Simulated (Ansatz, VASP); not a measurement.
Nb, level by level in two programs

```xyz
1
Lattice="0.0000 2.1150 2.1150 2.1150 0.0000 2.1150 2.1150 2.1150 0.0000" Properties=species:S:1:pos:R:3 pbc="T T T"
Nb    0.0000    0.0000    0.0000
```

Single points on this cell with VASP 6.6.1 and Ansatz 0.2.0. Each row is one pair of runs. Alike in all rows: spin: off.

```csv
level,k mesh,smearing,"VASP's potentials, cutoff","Ansatz's potentials, cutoff","gap on the k mesh at the Fermi level (eV), VASP","gap on the k mesh at the Fermi level (eV), Ansatz"
PBE,11 × 11 × 11,"gaussian, width 0.1 eV","VASP PAW PBE potentials, release 64 (Nb_sv), 500 eV","Ansatz PAW, 420 eV",none,none
PBEsol-based global hybrid,6 × 6 × 6,"fermi-dirac, width 0.05 eV","VASP PAW PBE potentials, release 64 (Nb_sv), 400 eV","Ansatz PAW, 420 eV",none,none
PBE0,7 × 7 × 7,"fermi-dirac, width 0.1 eV","VASP PAW PBE potentials, release 64 (Nb_sv), 400 eV","Ansatz NC, 1116 eV",none,none
PBE,11 × 11 × 11,"gaussian, width 0.025 eV","VASP PAW PBE potentials, release 64 (Nb_sv), 520 eV","Ansatz PAW, 420 eV",none,none
PBE,11 × 11 × 11,"gaussian, width 0.026 eV","VASP PAW PBE potentials, release 64 (Nb_sv), 520 eV","Ansatz PAW, 420 eV",none,none
```

A gap of «none» marks a metal or a gap that the smearing closes.

The k mesh is coarse in some rows, so the values compare programs but aren't converged.
